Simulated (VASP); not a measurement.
A run of VASP 6.6.1 is set up as follows.

Contents of POSCAR:

```
BN
1.0
    2.5194226731      0.0000000000      0.0000000000
   -1.2597113366      2.1818840378      0.0000000000
    0.0000000000      0.0000000000      4.1697283350
N B
2 2
Direct
    0.3333333333      0.6666666667      0.1252760000
    0.6666666667      0.3333333333      0.6252760000
    0.3333333333      0.6666666667      0.4997240000
    0.6666666667      0.3333333333      0.9997240000
```

Contents of INCAR.step1:

```
  PREC = Accurate
  ENCUT = 520
  ISMEAR = -1
  SIGMA = 0.05
  LREAL = F
  LASPH = T
  NELM = 100
  NBANDS = 16
  GGA = PE
  ALGO = Normal
  EDIFF = 1E-4
  LWAVE = T
  LCHARG = F
```

INCAR.step2

```
  PREC = Accurate
  ENCUT = 520
  EDIFF = 1E-7
  ISMEAR = -1
  SIGMA = 0.05
  LREAL = F
  LASPH = T
  NELM = 100
  ALGO = Normal
  ISIF = 2
  LWAVE = F
  LCHARG = T
  METAGGA = R2SCAN
  LMIXTAU = T
  LELF = T
  LVHAR = T
  NBANDS = 16
  ISTART = 1
```

File KPOINTS:

```
Automatic mesh
0
Gamma
  12 12 6
```

Potentials or basis: VASP PAW PBE potentials, release 64 (N, B).

The run is started by

```bash
$ cat potpaw_PBE.64/N/POTCAR potpaw_PBE.64/B/POTCAR > POTCAR
$ cp INCAR.step1 INCAR
$ mpirun -np 1 vasp_std > vasp.out
$ cp INCAR.step2 INCAR
$ mpirun -np 1 vasp_std > vasp.out
```

(1) What does it give for the pressure?

(2) Estimate the band gap on the k mesh.

(3) Predict the largest force.

Results:

(1) 13.0 GPa.

(2) 5.67 eV, indirect (least direct gap 9.12 eV).

(3) 0.011 eV/Å.

Caveat: the PAW data sets were made with another functional, which shifts forces and pressure a little.
